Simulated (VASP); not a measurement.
Write the native input for VASP 6.6.1 that does the following.

| Property | Result |
| --- | --- |
| Task | relaxation of cell and atoms |
| Functional | LDA |
| Potentials or basis | VASP PAW LDA potentials, release 64 (Se) |
| Cutoff | 600 eV |
| k mesh | 13 × 13 × 13 |
| Occupations | fermi-dirac, width 0.08 eV |
| Spin | no spin polarisation |
| Dipole correction | no |
| Further INCAR settings | ALGO = Normal; EDIFF = 1e-06; IBRION = 2; EDIFFG = -0.005; NSW = 60; ISIF = 3 |

The structure of Se lies in POSCAR:

```
Se
1.0
    2.8306163882      0.0000000000      0.0000000000
    0.0000000000      2.8306163882      0.0000000000
    0.0000000000      0.0000000000      2.8306163882
Se
1
Direct
    0.0000000000      0.0000000000      0.0000000000
```

These files were run (other wordings do the same):

INCAR

```
PREC     = Accurate       # precision mode
ENCUT    = 600            # plane-wave cutoff, eV
EDIFF    = 1E-6           # SCF threshold, eV
ISMEAR   = -1             # smearing method
SIGMA    = 0.08           # smearing width, eV
LREAL    = False          # projectors in reciprocal space
LASPH    = True           # aspherical terms in the spheres
NELM     = 60             # most SCF steps
ALGO     = Normal         # electronic algorithm
ISIF     = 3              # what is computed and relaxed
LWAVE    = False          # write WAVECAR
LCHARG   = False          # write CHGCAR
GGA      = CA             # functional
IBRION   = 2              # ionic algorithm
NSW      = 60             # ionic steps
EDIFFG   = -0.005         # ionic threshold
```

KPOINTS

```
regular mesh
0
Gamma
  13 13 13
```

Potentials or basis: VASP PAW LDA potentials, release 64 (Se).

Command:

```sh
$ cat potpaw_LDA.64/Se/POTCAR > POTCAR
$ mpirun -np 1 vasp_std > vasp.out
```

It gave:

```yaml
Relaxed_volume: 21.27 Å³/atom
Relaxed_cell: a = 2.771 Å, b = 2.771 Å, c = 2.771 Å, α = 90.00°, β = 90.00°, γ = 90.00°
Space_group_after_relaxing_to_0.05_Å: Pm-3m (No. 221)
Energy_gained_by_relaxing: 22.3 meV/atom
Ionic_steps: 3
Pressure_after_relaxing: 0.0 GPa
Band_gap_on_the_k_mesh: zero (band 3 reaches 8.49 eV, above the bottom of band 4 at 2.01 eV)
```

It took 6.5 s on 1 thread of Intel(R) Xeon(R) 6975P-C (Granite Rapids), on a shared host, peak memory 0.14 GiB.
